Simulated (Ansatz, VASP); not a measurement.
**LiCl: VASP beside Ansatz**

The input INCAR:

```
SYSTEM = LiCl
  PREC = Accurate
  ENCUT = 520
  EDIFF = 1E-6
  ISMEAR = 0
  SIGMA = 0.01
  LREAL = .False.
  LASPH = .True.
  NELM = 60
  ALGO = Normal
  ISIF = 2
  LWAVE = .False.
  LCHARG = .True.
  GGA = PE
  LELF = .True.
  LVHAR = .True.
  NBANDS = 18
```

The input KPOINTS:

```
regular mesh
0
Gamma
  6 6 4
  0 0 0
```

POSCAR

```
LiCl
1.0
    3.8941840790      0.0000000000      0.0000000000
   -1.9470920395      3.3724623394      0.0000000000
    0.0000000000      0.0000000000      6.2244574429
Li Cl
2 2
Direct
    0.3333333333      0.6666666667     -0.0031270710
    0.6666666667      0.3333333333      0.4968729290
    0.3333333333      0.6666666667      0.3781270710
    0.6666666667      0.3333333333      0.8781270710
```

Input for Ansatz:

```yaml
crystal:
  lattice:
    - [3.894184079, 0.0, 0.0]
    - [-1.9470920395, 3.3724623394, 0.0]
    - [0.0, 0.0, 6.2244574429]
  atoms:
    - { symbol: Li, position: [0.3333333333, 0.6666666667, -0.003127071] }
    - { symbol: Li, position: [0.6666666667, 0.3333333333, 0.496872929] }
    - { symbol: Cl, position: [0.3333333333, 0.6666666667, 0.378127071] }
    - { symbol: Cl, position: [0.6666666667, 0.3333333333, 0.878127071] }
kpoints:
  mp_grid: { grid: [6, 6, 4] }
hamiltonian:
  xc: pbe
scf:
  occupations: { method: fixed }
output:
  optics:
    e_range: [0, 22]
    de: 0.05
    sigma: 0.1
    bands: { spectra_wanted_up_to: 22 }
    scissors: 1.333
```

Alike in both runs: task single point; functional PBE; k mesh 6 × 6 × 4; no spin polarisation.

```csv
,VASP,Ansatz
version,VASP 6.6.1,Ansatz 0.2.0
potentials or method,"VASP PAW PBE potentials, release 64 (Li_sv, Cl)","plane waves, PAW"
plane-wave cutoff (eV),520,420
occupations,"gaussian, width 0.01 eV",fixed
valence electrons in the cell,20,20
```

VASP gave:

* gap on the k mesh at the Fermi level (eV): 6.03

Q: What did Ansatz give for the same quantities?

A: gap on the k mesh at the Fermi level (eV): 6.02.

Noted on VASP's run: the cutoff is short for stress, so the pressure is rough.
